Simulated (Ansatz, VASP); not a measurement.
**One calculation of Ge, two programs**

```
CELL_PARAMETERS angstrom
0.00707 2.82877 2.82877
2.82877 0.00707 2.82877
2.83584 2.83584 0.00000
ATOMIC_POSITIONS crystal
Ge 0.50000 0.50000 0.50000
Ge 0.75000 0.75000 0.75000
```

Change from the starting cell: strain +0.0050 x Voigt [0, 0, 0, 0, 0, 1], atoms carried along.

Alike in both runs: task single point; functional PBEsol; k mesh 14 × 14 × 14; occupations gaussian, width 0.15 eV; no spin polarisation.

|  | VASP | Ansatz |
| --- | --- | --- |
| version | VASP 6.6.1 | Ansatz 0.2.0 |
| potentials or method | VASP PAW PBE potentials, release 64 (Ge_d), cutoff 520 eV | scalar-relativistic, plane waves, PAW |
| valence electrons in the cell | 28 | 28 |

Ansatz gave:

| Quantity | Value |
| --- | --- |
| pressure (GPa) | 0.7 |
| traceless stress, the component that is largest in VASP (GPa) | -0.42 |
| rms of the force components (eV/Å) | 0.025 |

Question: Estimate VASP's values.

Answer: Pressure (GPa): 0.2; traceless stress, the component that is largest in VASP (GPa): -0.42; rms of the force components (eV/Å): 0.025.

VASP's potentials were made for PBE, not for PBEsol. Atom by atom the forces differ by 0.000 eV/Å (rms over components).
